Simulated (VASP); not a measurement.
AlP, 2 atoms in the cell. Symmetry: F-43m, No. 216, cubic system. The conventional cell has a = 5.369 Å, b = 5.369 Å, c = 5.369 Å, α = 90.00°, β = 90.00°, γ = 90.00°. Within 3.1 Å of Al (site symmetry -43m) lie 4 P at 2.32 Å. P (site symmetry -43m) has 4 Al at 2.32 Å within 3.1 Å.  This cell differs from its parent crystal: strain -2.0%.

| Quantity | Value |
| --- | --- |
| Program | VASP 6.6.1 |
| Task | single point |
| Functional | PBE |
| Potentials or basis | VASP PAW PBE potentials, release 64 (Al, P) |
| Cutoff | 500 eV |
| k mesh | 8 × 8 × 8 |
| Occupations | fermi-dirac, width 0.02 eV |
| Spin | no spin polarisation |
| Dipole correction | no |
| Further INCAR settings | ALGO = Normal; EDIFF = 1e-06; NBANDS = 11 |

Potentials or basis: VASP PAW PBE potentials, release 64 (Al, P).

Launch:

```sh
$ cat potpaw_PBE.64/Al/POTCAR potpaw_PBE.64/P/POTCAR > POTCAR
$ mpirun -np 1 vasp_std > vasp.out
```

Hardware: 1 thread of Intel Xeon 8259CL, with other jobs on the host.

Question: How long does it take, and how much memory?

Answer: Run time: 21 s on 1 thread of Intel Xeon 8259CL, on a shared host, peak memory 0.15 GiB. Counts: scf iterations 12, k points 29.
